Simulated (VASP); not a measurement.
# AlN (F-43m) in VASP: G0W0 quasiparticle levels with HSE06

Aim: the G0W0 quasiparticle levels of AlN with HSE06.

Program: VASP 6.6.1. These are calculated values, not measurements. Logs are shortened: lines on timing, memory, paths and dates and some standing lists are left out, and cuts for length are marked.

## Step 1: The cell of the first run

It takes space group F-43m (No. 216, cubic). The conventional cell has a = 4.370 Å, b = 4.370 Å, c = 4.370 Å, α = 90.00°, β = 90.00°, γ = 90.00°. Al (site symmetry -43m) has 4 N at 1.89 Å within 2.5 Å. Within 2.5 Å of N (site symmetry -43m) lie 4 Al at 1.89 Å.

## Step 2: G0W0 quasiparticle levels, HSE06

The input, POSCAR:

```
AlN
1.0
    0.0000000000      2.1848764855      2.1848764855
    2.1848764855      0.0000000000      2.1848764855
    2.1848764855      2.1848764855      0.0000000000
Al N
1 1
Direct
    0.0000000000      0.0000000000      0.0000000000
    0.7500000000      0.7500000000      0.7500000000
```

The input, INCAR.step1:

```
SYSTEM = AlN
ALGO = Normal
EDIFF = 1E-5
ENCUT = 500
GGA = PE
ISIF = 2
ISMEAR = 0
LASPH = .True.
LCHARG = .False.
LREAL = .False.
LWAVE = .True.
NELM = 100
PREC = Accurate
SIGMA = 0.02
```

The input, INCAR.step2:

```
SYSTEM = AlN
ALGO = Normal
EDIFF = 1E-8
ENCUT = 500
GGA = PE
HFSCREEN = 0.2
ISMEAR = 0
ISTART = 1
LASPH = .True.
LCHARG = .False.
LHFCALC = .True.
LREAL = .False.
LWAVE = .True.
NELM = 100
PREC = Accurate
PRECFOCK = Fast
SIGMA = 0.01
```

The input, INCAR.step3:

```
SYSTEM = AlN
ALGO = Exact
EDIFF = 1E-8
ENCUT = 500
GGA = PE
HFSCREEN = 0.2
ISMEAR = 0
ISTART = 1
LASPH = .True.
LCHARG = .False.
LHFCALC = .True.
LOPTICS = .True.
LREAL = .False.
LWAVE = .True.
NBANDS = 44
NELM = 1
PREC = Accurate
PRECFOCK = Fast
SIGMA = 0.01
```

The input, INCAR.step4:

```
SYSTEM = AlN
ALGO = EVGW0
EDIFF = 1E-8
ENCUT = 500
ENCUTGW = 60.0
GGA = PE
HFSCREEN = 0.2
ISMEAR = 0
ISTART = 1
LASPH = .True.
LCHARG = .False.
LHFCALC = .True.
LREAL = .False.
LWAVE = .False.
NBANDS = 44
NBANDSGW = 12
NELMGW = 1
NOMEGA = 48
PREC = Accurate
PRECFOCK = Fast
SIGMA = 0.01
```

The input, KPOINTS:

```
k-points
0
Gamma
  4 4 4
  0 0 0
```

Potentials or basis: VASP PAW PBE potentials, release 64 (Al_GW, N_GW).

Run with:

```
$ cat potpaw_PBE.64/Al_GW/POTCAR potpaw_PBE.64/N_GW/POTCAR > POTCAR
$ cp INCAR.step1 INCAR
$ mpirun -np 1 vasp_std > vasp.out
$ cp INCAR.step2 INCAR
$ mpirun -np 1 vasp_std > vasp.out
$ cp INCAR.step3 INCAR
$ mpirun -np 1 vasp_std > vasp.out
$ cp INCAR.step4 INCAR
$ mpirun -np 1 vasp_std > vasp.out
```

OUTCAR:

```text
SYSTEM = AlN
   EDIFF = 1E-8
   ENCUT = 500
   ENCUTGW = 60.0
   GGA = PE
   HFSCREEN = 0.2
   ISMEAR = 0
   ISTART = 1
   LASPH = .True.
   LHFCALC = .True.
   LREAL = .False.
   NELMGW = 1
   PREC = Accurate
   PRECFOCK = Fast

 ion  position               nearest neighbor table
   1  0.000  0.000  0.000-   2 1.89   2 1.89   2 1.89   2 1.89
   2  0.750  0.750  0.750-   1 1.89   1 1.89   1 1.89   1 1.89

  LATTYP: Found a face centered cubic cell.
 ALAT       =     4.3697529710

  Lattice vectors:

 A1 = (   0.0000000000,   2.1848764855,   2.1848764855)
 A2 = (   2.1848764855,   0.0000000000,   2.1848764855)
 A3 = (   2.1848764855,   2.1848764855,   0.0000000000)

Analysis of symmetry for initial positions (statically):
=====================================================================
 Subroutine PRICEL returns:
 Original cell was already a primitive cell.

 Routine SETGRP: Setting up the symmetry group for a
 face centered cubic supercell.

 Subroutine GETGRP returns: Found 24 space group operations
 (whereof 24 operations were pure point group operations)
 out of a pool of 48 trial point group operations.

The static configuration has the point symmetry T_d .

Analysis of symmetry for dynamics (positions and initial velocities):
=====================================================================
 Subroutine PRICEL returns:
 Original cell was already a primitive cell.

 Routine SETGRP: Setting up the symmetry group for a
 face centered cubic supercell.

 Subroutine GETGRP returns: Found 24 space group operations
 (whereof 24 operations were pure point group operations)
 out of a pool of 48 trial point group operations.

The dynamic configuration has the point symmetry T_d .

 Subroutine INISYM returns: Found 24 space group operations
 (whereof 24 operations are pure point group operations),
 and found     1 'primitive' translations

----------------------------------------------------------------------------------------

                                     Primitive cell

  volume of cell :      20.8598

  direct lattice vectors                    reciprocal lattice vectors
     0.000000000  2.184876485  2.184876485    -0.228845888  0.228845888  0.228845888
     2.184876485  0.000000000  2.184876485     0.228845888 -0.228845888  0.228845888
     2.184876485  2.184876485  0.000000000     0.228845888  0.228845888 -0.228845888

  length of vectors
     3.089881958  3.089881958  3.089881958     0.396372706  0.396372706  0.396372706

  position of ions in fractional coordinates (direct lattice)
     0.000000000  0.000000000  0.000000000
     0.750000000  0.750000000  0.750000000

  ion indices of the primitive-cell ions
   primitive index   ion index
                 1           1
                 2           2

----------------------------------------------------------------------------------------

 KPOINTS: k-points

Automatic generation of k-mesh.
 Grid dimensions read from file:
 generate k-points for:    4    4    4

 Generating k-lattice:

  Cartesian coordinates                     Fractional coordinates (reciprocal lattice)
    -0.057211472  0.057211472  0.057211472     0.250000000  0.000000000  0.000000000
     0.057211472 -0.057211472  0.057211472     0.000000000  0.250000000  0.000000000
     0.057211472  0.057211472 -0.057211472     0.000000000  0.000000000  0.250000000

  Length of vectors
     0.099093176  0.099093176  0.099093176

  Shift w.r.t. Gamma in fractional coordinates (k-lattice)
     0.000000000  0.000000000  0.000000000

 Subroutine IBZKPT returns following result:
 ===========================================

 Found      8 irreducible k-points:

 Following reciprocal coordinates:
            Coordinates               Weight
  0.000000  0.000000  0.000000      1.000000
  0.250000  0.000000  0.000000      8.000000
  0.500000  0.000000  0.000000      4.000000
  0.250000  0.250000  0.000000      6.000000
  0.500000  0.250000  0.000000     24.000000
 -0.250000  0.250000  0.000000     12.000000
  0.500000  0.500000  0.000000      3.000000
 -0.250000  0.500000  0.250000      6.000000
   k-points           NKPTS =      8   k-points in BZ     NKDIM =     64   number of bands    NBANDS=     44
   number of dos      NEDOS =    301   number of ions     NIONS =      2
   total plane-waves  NPLWV =  13824
   dimension x,y,z NGX =    24 NGY =   24 NGZ =   24
   dimension x,y,z NGXF=    48 NGYF=   48 NGZF=   48
   ions per type =               1   1
   NGX,Y,Z   is equivalent  to a cutoff of  12.91, 12.91, 12.91 a.u.
   NGXF,Y,Z  is equivalent  to a cutoff of  25.83, 25.83, 25.83 a.u.
 SYSTEM =  AlN
   PREC   = accura    normal or accurate (medium, high low for compatibility)
   ISTART =      1    job   : 0-new  1-cont  2-samecut
   ICHARG =      0    charge: 1-file 2-atom 10-const
   ISPIN  =      1    spin polarized calculation?
   LNONCOLLINEAR =      F non collinear calculations
   LSORBIT =      F    spin-orbit coupling
   LASPH  =      T    aspherical Exc in radial PAW
   ENCUT  =  500.0 eV  36.75 Ry    6.06 a.u.   5.63  5.63  5.63*2*pi/ulx,y,z
   NELM   =     60;   NELMIN=  2; NELMDL=  0     # of ELM steps
   EDIFF  = 0.1E-07   stopping-criterion for ELM
   LREAL  =      F    real-space projection
   EDIFFG = 0.1E-06   stopping-criterion for IOM
   NSW    =      0    number of steps for IOM
   IBRION =     -1    ionic relax: 0-MD 1-quasi-New 2-CG
   NFREE  =      0    steps in history (QN), initial steepest desc. (CG)
   ISIF   =      0    stress and relaxation
   ISYM   =      3    0-nonsym 1-usesym 2-fastsym
   POTIM  = 0.5000    time-step for ionic-motion
   TEBEG  =    0.0;   TEEND  =   0.0 temperature during run
   PSTRESS=    0.0 pullay stress
   NELECT =       8.0000    total number of electrons
   NUPDOWN=      -1.0000    fix difference up-down
   EMIN   =  10.00;   EMAX   =-10.00  energy-range for DOS
   EFERMI =   0.00;   METHOD = LEGACY
   ISMEAR =     0;   SIGMA  =   0.01  broadening in eV -4-tet -1-fermi 0-gaus
   EFERMI_NEDOS =   21; number of points for ismear=-14 and -15
   IALGO  =     38    algorithm
   IMIX   =      1    mixing-type and parameters
     AMIX     =   0.40;   BMIX     =  1.00
     AMIX_MAG =   1.60;   BMIX_MAG =  1.00
  volume/ion in A,a.u.               =      10.43        70.38
  Fermi-wavevector in a.u.,A,eV,Ry     =   1.189418  2.247675 19.248377  1.414716
  Thomas-Fermi vector in A             =   2.325526
   LORBIT       =      0    0 simple, 1 ext, 2 COOP (PROOUT), +10 PAW based schemes
   GGA     = PE    functional components
   LHFCALC =     T    Hartree Fock is set to
   PRECFOCK=fast      Normal, Fast or Accurate (Low or Medium for compatibility)
   ENCUT4O =  -1.0   cutoff for four orbital integrals eV
   NKREDX  =     1    reduce k-point grid by
   NKREDY  =     1    reduce k-point grid by
   NKREDZ  =     1    reduce k-point grid by
   AEXX    =    1.0000 exact exchange contribution
   HFSCREEN=    0.0000 screening length (either q_TF or 0.3 A-1)
   HFSCREENC=   0.2000 screening length for correlation (either q_TF or 0.3 A-1)
   ENCUTFOCK=  -1.0 apply spherical cutoff to Coloumb kernel
   IVDW    =     0    specifies the selected vdW correction
   LEPSILON=     F    determine dielectric tensor
   LRPA    =     F    only Hartree local field effects (RPA)
   LRPAFORCE           =     F    calculate RPA forces
   ENCUTGW             =  60.0    cutoff for response function in eV
   ENCUTGWSOFT         =  48.0    soft cutoff for Coulomb kernel in GW response function in eV
   ENCUTLF             =  -1.0    cutoff for local field effects
   NELMGW              =     1    number of iterations in solving QP/BSE equation
   NELMHF              =     1    number of iterations in the inner HF iteration
   NKREDLFX            =     1    NKREDLFY  =   1   NKREDLFZ  =   1
 non-spin polarized calculation
 Gauss-broadening in eV      SIGMA  =   0.01
  energy-cutoff  :      500.00
  volume of cell :       20.86
 maximum number of plane-waves:       544
 NGX is ok and might be reduce to    24
  NGX = 14; NGY = 14; NGZ = 14
 maximum number of plane-waves:        28
 NGX is ok and might be reduce to    10

 QP shifts <psi_nk| G(iteration)W_0 |psi_nk>: iteration 1
 for sc-GW calculations column KS-energies equals QP-energies in previous step
 and V_xc(KS)=  KS-energies - (<T + V_ion + V_H > + <T+V_H+V_ion>^1  + <V_x>^1)

 k-point   1 :       0.0000    0.0000    0.0000
  band No.  KS-energies  QP-energies   sigma(KS)   V_xc(KS)     V^pw_x(r,r')   Z            occupation Imag(sigma)

      1     -12.4420     -12.2469     -17.0553     -17.3141     -24.8584       0.7539       2.0000       1.2026
      2       4.0017       4.1593     -17.4704     -17.6653     -20.9128       0.8090       2.0000       0.1098
      3       4.0017       4.1593     -17.4704     -17.6653     -20.9128       0.8090       2.0000       0.1098
      4       4.0017       4.1593     -17.4704     -17.6653     -20.9128       0.8090       2.0000       0.1098
      5       9.5914      10.1756     -11.1502     -11.8528      -7.3637       0.8314       0.0000      -0.0923
      6      18.2510      18.9733      -8.5800      -9.4584      -3.9967       0.8223       0.0000      -0.1401
      7      18.2510      18.9733      -8.5800      -9.4584      -3.9967       0.8223       0.0000      -0.1401
      8      18.2510      18.9733      -8.5800      -9.4584      -3.9967       0.8223       0.0000      -0.1401
      9      23.5245      24.2698      -8.6134      -9.5266      -3.6912       0.8161       0.0000      -0.2497
     10      23.5245      24.2698      -8.6134      -9.5266      -3.6912       0.8161       0.0000      -0.2497
     11      24.9564      25.1999      -8.2649      -8.5733      -2.5092       0.7894       0.0000      -0.5180
     12      24.9564      25.1999      -8.2649      -8.5733      -2.5092       0.7894       0.0000      -0.5180

 k-point   2 :       0.2500    0.0000    0.0000
  band No.  KS-energies  QP-energies   sigma(KS)   V_xc(KS)     V^pw_x(r,r')   Z            occupation Imag(sigma)
[... 97 lines left out ...]
      1      -9.5350      -9.2929     -18.8337     -19.1598     -26.2940       0.7423       2.0000       0.7817
      2      -0.0829      -0.2252     -15.5017     -15.3204     -19.3313       0.7850       2.0000       0.1677
      3       0.2799       0.0929     -15.4779     -15.2402     -19.1928       0.7868       2.0000       0.1573
      4       1.1411       0.9903     -15.2752     -15.0862     -18.6615       0.7985       2.0000       0.1339
      5      11.4561      12.1314     -10.1461     -10.9664      -6.4263       0.8232       0.0000      -0.1017
      6      17.1095      17.8736     -10.0408     -10.9751      -5.6530       0.8179       0.0000      -0.1380
      7      17.7041      18.2350      -8.8837      -9.5382      -3.9615       0.8112       0.0000      -0.1860
      8      18.1153      19.1937     -11.0678     -12.4094      -6.4335       0.8038       0.0000      -0.1596
      9      23.2989      23.9315      -9.2562     -10.0641      -3.5094       0.7831       0.0000      -0.3744
     10      24.8739      25.3812      -9.0266      -9.6676      -3.3863       0.7915       0.0000      -0.4359
     11      31.3382      32.3860     -10.1233     -11.4363      -4.1277       0.7980       0.0000      -0.7342
     12      31.4759      32.2713      -9.8684     -10.8313      -4.0473       0.8260       0.0000      -0.8980
```

It took 3.4 min on 1 thread of Intel Xeon Platinum 8259CL at 2.50GHz (Skylake/Cascade Lake), shared host; peak memory 0.33 GiB.

Results:

| Item | Value |
| --- | --- |
| Quasiparticle gap | 4.82 eV |
| Least direct quasiparticle gap | 6.02 eV |
| Band gap of the starting levels on the mesh | 4.57 eV |
| Least direct gap of the starting levels on the mesh | 5.59 eV |

Caveat: the k points lie up to 0.62 Å⁻¹ apart; bands, screening cutoff and mesh are small and nothing is extrapolated, so the quasiparticle values aren't converged.
